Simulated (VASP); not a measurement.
# Si62C (a cell with a defect): single point with PBE

System: Si62C (a cell with a defect).

```
Si C
1.0
    10.86000    0.00000    0.00000
     0.00000   10.86000    0.00000
     0.00000    0.00000   10.86000
Si C
62 1
Direct
  0.49975 0.00000 0.00084
  0.61514 0.12438 0.13444
  0.74529 0.24653 0.00531
  0.87278 0.37488 0.12536
  0.74321 0.99969 0.25707
  0.87389 0.12494 0.37528
  0.99953 0.00055 0.00015
  0.12557 0.12579 0.12605
  0.24843 0.25114 0.99924
  0.37388 0.37416 0.12585
  0.49909 0.50033 0.00004
  0.62486 0.62497 0.12972
  0.75150 0.74823 0.00507
  0.87458 0.87496 0.12978
  0.26225 0.02632 0.26280
  0.47323 0.23753 0.26265
  0.61510 0.36597 0.37574
  0.74526 0.49507 0.25361
  0.87430 0.62541 0.37401
  0.62344 0.11024 0.62362
  0.74396 0.24411 0.50024
  0.87509 0.37077 0.62554
  0.75124 0.99504 0.75163
  0.87448 0.12625 0.87505
  0.99977 0.50003 0.00025
  0.12489 0.62697 0.12535
  0.25318 0.75447 0.00516
  0.37535 0.88464 0.13427
  0.99887 0.25122 0.24888
  0.12528 0.37426 0.37442
  0.24838 0.50065 0.24881
  0.37474 0.62567 0.37510
  0.49982 0.75609 0.25665
  0.62130 0.87781 0.39209
  0.00029 0.99998 0.50026
  0.13388 0.12441 0.61555
  0.26211 0.23762 0.47370
  0.37530 0.36585 0.61561
  0.49972 0.49939 0.50026
  0.62709 0.61999 0.62758
  0.75075 0.74877 0.50499
  0.87963 0.87261 0.62741
  0.25635 0.99969 0.74368
  0.37474 0.12478 0.87429
  0.49986 0.24385 0.74430
  0.62496 0.37075 0.87553
  0.75168 0.49518 0.75217
  0.87547 0.62436 0.87604
  0.00469 0.75445 0.25362
  0.13372 0.88452 0.37585
  0.99949 0.50037 0.49966
  0.12905 0.62488 0.62546
  0.25590 0.75575 0.50025
  0.39089 0.87695 0.62223
  0.00484 0.24649 0.74582
  0.12488 0.37488 0.87328
  0.25319 0.49495 0.74572
  0.37353 0.62531 0.87485
  0.50458 0.74867 0.75138
  0.62700 0.87276 0.88011
  0.00454 0.74822 0.75210
  0.12919 0.87495 0.87527
  0.33995 0.15974 0.34052
```

```
Program             : VASP 6.6.1
Task                : single point
Functional          : PBE
Potentials or basis : VASP PAW PBE potentials, release 64 (Si, C)
Cutoff              : 520 eV
k mesh              : 1 × 1 × 1
Occupations         : fermi-dirac, width 0.05 eV
Spin                : no spin polarisation
```

| Item | Value |
| --- | --- |
| Pressure | 0.7 GPa |
| Largest force | 0.038 eV/Å |

Forces on the atoms (eV/Å):
```
Si  -0.001  0.009 -0.017
Si   0.013 -0.011  0.021
Si  -0.004  0.007 -0.004
Si   0.003 -0.003  0.008
Si   0.003  0.008  0.000
Si   0.000 -0.002 -0.009
Si  -0.002  0.002  0.000
Si  -0.005  0.002 -0.006
Si   0.010 -0.008  0.010
Si  -0.002  0.005 -0.008
Si   0.008 -0.006  0.006
Si  -0.001  0.013 -0.008
Si   0.005 -0.006  0.000
Si   0.002 -0.006  0.004
Si  -0.023  0.005 -0.022
Si  -0.004  0.019 -0.017
Si   0.012 -0.015  0.004
Si   0.001 -0.006 -0.007
Si  -0.002  0.007  0.004
Si  -0.015  0.021 -0.017
Si   0.008 -0.007  0.003
Si  -0.007  0.005 -0.001
Si   0.009 -0.009  0.006
Si   0.004 -0.003 -0.001
Si  -0.015  0.005 -0.005
Si   0.008  0.003  0.007
Si  -0.008  0.001 -0.004
Si   0.006 -0.024  0.028
Si   0.004 -0.010  0.010
Si   0.005  0.012 -0.005
Si   0.005 -0.005  0.012
Si  -0.010 -0.012  0.000
Si   0.002  0.004  0.004
Si  -0.013  0.002 -0.022
Si  -0.009  0.005 -0.002
Si   0.021 -0.010  0.017
Si  -0.023  0.017  0.000
Si   0.005 -0.014  0.009
Si  -0.003  0.012 -0.003
Si   0.003 -0.011  0.001
Si   0.005 -0.003  0.008
Si   0.005 -0.001  0.004
Si   0.005 -0.002  0.004
Si   0.003  0.006  0.003
Si  -0.001 -0.005  0.007
Si  -0.002  0.004 -0.003
Si   0.001 -0.002  0.003
Si  -0.003  0.005 -0.003
Si  -0.009  0.003 -0.012
Si   0.025 -0.012  0.007
Si  -0.004 -0.005  0.002
Si   0.001  0.006  0.004
Si   0.006  0.001 -0.004
Si  -0.030  0.018 -0.015
Si  -0.005  0.006 -0.003
Si   0.008 -0.005  0.000
Si  -0.010  0.002  0.001
Si  -0.003  0.009 -0.002
Si   0.017 -0.007  0.011
Si  -0.006 -0.008  0.004
Si   0.002 -0.006  0.003
Si  -0.001 -0.002 -0.006
C    0.004  0.000 -0.006
```

Stress tensor (GPa, compression positive):
```
 0.74 -0.96  0.97
-0.96  0.76 -0.96
 0.97 -0.96  0.72
```

Levels at points of the mesh, in eV from the Fermi level:
```csv
k point,band 123,band 124,band 125,band 126,band 127,band 128,band 129,band 130
"(0.00, 0.00, 0.00)",-0.93,-0.67,-0.66,-0.11,0.14,0.15,0.34,0.35
```

It took 12 min on 1 thread of Intel Xeon 8259CL (shared host), peak memory 1 GiB.

Caveat: the k points lie up to 0.58 Å⁻¹ apart.
